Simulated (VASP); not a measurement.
A run of VASP 6.6.1:

INCAR

```
SYSTEM = Ru
  PREC = Accurate
  ENCUT = 520
  EDIFF = 1E-6
  ISMEAR = -1
  SIGMA = 0.05
  LREAL = .FALSE.
  LASPH = .TRUE.
  NELM = 100
  ALGO = Normal
  ISIF = 2
  LWAVE = .FALSE.
  LCHARG = .TRUE.
  GGA = PS
  LELF = .TRUE.
  LVHAR = .TRUE.
  NBANDS = 13
```

KPOINTS

```
Automatic mesh
0
G
  19 19 18
  0 0 0
```

POSCAR

```
Ru
1.0
    2.3141326001      0.0000000001      0.0000000000
   -1.1570663001      2.0040976194      0.0000000000
    0.0000000000      0.0000000000      2.1557601152
Ru
1
Direct
    0.0000000000      0.0000000000      0.0000000000
```

Potentials or basis: VASP PAW PBE potentials, release 64 (Ru_pv).

Launch:

```console
$ cat potpaw_PBE.64/Ru_pv/POTCAR > POTCAR
$ mpirun -np 1 vasp_std > vasp.out
```

Hardware: 1 thread of Intel Xeon 8259CL, on a shared host.

Problem. Estimate the wall time of this run.

Solution. It took 62 s on 1 thread of Intel Xeon 8259CL, on a shared host, peak memory 0.16 GiB. Counts: scf iterations 11, k points 400.
